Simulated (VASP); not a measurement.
Wanted: the native input for a VASP 6.6.1 run.

```
Task                   : single point
Functional             : PBE
Potentials or basis    : VASP PAW PBE potentials, release 64 (Li_sv, Cl)
Cutoff                 : 520 eV
k mesh                 : 6 × 6 × 2
Occupations            : gaussian, width 0.01 eV
Spin                   : no spin polarisation
Dipole correction      : no
Further INCAR settings : ALGO = Normal; EDIFF = 1e-06; NBANDS = 18
```

The structure of LiCl lies in POSCAR:

```
LiCl
1.0
    3.5749486122      0.0000000000      0.0000000000
   -1.7874743061      3.0959963154      0.0000000000
    0.0000000000      0.0000000000      6.0240820410
Li Cl
2 2
Direct
    0.0000000000      0.0000000000      0.0000000000
    0.0000000000      0.0000000000      0.5000000000
    0.3333333333      0.6666666667      0.2500000000
    0.6666666667      0.3333333333      0.7500000000
```

The input as run:

INCAR

```
ALGO     = Normal         # electronic algorithm
EDIFF    = 1E-6           # SCF threshold, eV
ENCUT    = 520            # plane-wave cutoff, eV
GGA      = PE             # functional
ISIF     = 2              # what is computed and relaxed
ISMEAR   = 0              # smearing method
LASPH    = T              # aspherical terms in the spheres
LCHARG   = F              # write CHGCAR
LREAL    = F              # projectors in reciprocal space
LWAVE    = F              # write WAVECAR
NBANDS   = 18             # bands
NELM     = 60             # most SCF steps
PREC     = Accurate       # precision mode
SIGMA    = 0.01           # smearing width, eV
```

KPOINTS

```
k-points
0
Gamma
  6 6 2
```

Potentials or basis: VASP PAW PBE potentials, release 64 (Li_sv, Cl).

Command:

```console
$ cat potpaw_PBE.64/Li_sv/POTCAR potpaw_PBE.64/Cl/POTCAR > POTCAR
$ mpirun -np 1 vasp_std > vasp.out
```

It gave:

| Property | Result |
| --- | --- |
| Band gap on the k mesh | 6.37 eV, direct |

Caveat: the k points lie up to 0.52 Å⁻¹ apart.

It took 13 s on 1 thread of Intel(R) Xeon(R) 6975P-C (Granite Rapids), on a shared host, peak memory 0.17 GiB.
